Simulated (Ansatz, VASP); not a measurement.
# LuHg: VASP beside Ansatz

```xyz
2
Lattice="3.5583 0.0000 0.0000 0.0000 3.5583 0.0000 0.0000 0.0000 3.5583" Properties=species:S:1:pos:R:3 pbc="T T T"
Lu    1.7791    1.7791    1.7791
Hg    0.0000    0.0000    0.0000
```

Change from the starting cell: volume scaled by 0.96.

Alike in both runs: task single point; functional LDA; k mesh 10 × 10 × 10; occupations fermi-dirac, width 0.05 eV; no spin polarisation.

|  | VASP | Ansatz |
| --- | --- | --- |
| version | VASP 6.6.1 | Ansatz 0.2.0 |
| potentials or method | VASP PAW PBE potentials, release 64 (Lu, Hg), cutoff 520 eV | all-electron LAPW, scalar-relativistic |

Ansatz gave:

```
pressure (GPa) : -1.0
```

Task: What did VASP give for the same quantities?

Result: Pressure (GPa): -0.4.

VASP's potentials were made for PBE, not for LDA. LDA's correlation is that of Perdew and Zunger in VASP and of Perdew and Wang (1992) in Ansatz. Ansatz ran all-electron here, and VASP with PAW potentials.

Neither program's run includes spin-orbit coupling.
